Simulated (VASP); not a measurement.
Input of a VASP 6.6.1 run:

INCAR

```
PREC     = Accurate       # precision mode
ENCUT    = 520            # plane-wave cutoff, eV
EDIFF    = 1E-6           # SCF threshold, eV
ISMEAR   = 1              # smearing method
SIGMA    = 0.1            # smearing width, eV
LREAL    = Auto         
LASPH    = T              # aspherical terms in the spheres
NELM     = 80             # most SCF steps
ALGO     = Normal         # electronic algorithm
ISIF     = 2              # what is computed and relaxed
LWAVE    = F              # write WAVECAR
LCHARG   = F              # write CHGCAR
GGA      = PE             # functional
NBANDS   = 66             # bands
```

File KPOINTS:

```
Automatic mesh
0
Gamma
  6 6 6
```

File POSCAR:

```
AlNi
1.0
    5.7836525256      0.0000000000      0.0000000000
    0.0000000000      5.7836525256      0.0000000000
    0.0000000000      0.0000000000      5.7836525256
Al Ni
8 8
Direct
    0.2500000000      0.2500000000      0.2500000000
    0.2500000000      0.2500000000      0.7500000000
    0.2500000000      0.7500000000      0.2500000000
    0.2500000000      0.7500000000      0.7500000000
    0.7500000000      0.2500000000      0.2500000000
    0.7500000000      0.2500000000      0.7500000000
    0.7500000000      0.7500000000      0.2500000000
    0.7500000000      0.7500000000      0.7500000000
    0.0000000000      0.0000000000      0.0000000000
    0.0000000000      0.0000000000      0.5000000000
    0.0000000000      0.5000000000      0.0000000000
    0.0000000000      0.5000000000      0.5000000000
    0.5000000000      0.0000000000      0.0000000000
    0.5000000000      0.0000000000      0.5000000000
    0.5000000000      0.5000000000      0.0000000000
    0.5000000000      0.5000000000      0.5000000000
```

Potentials or basis: VASP PAW PBE potentials, release 64 (Al, Ni).

The run is started by

```console
$ cat potpaw_PBE.64/Al/POTCAR potpaw_PBE.64/Ni/POTCAR > POTCAR
$ mpirun -np 1 vasp_std > vasp.out
```

Question: What does it give for the band gap on the k mesh?

Answer: Zero (bands 52 and 53 overlap by 2.88 eV).

Question: Predict the pressure.

Answer: 0.3 GPa.

Spin polarisation is off, so any magnetic state and its effect on volume and gap are missing.
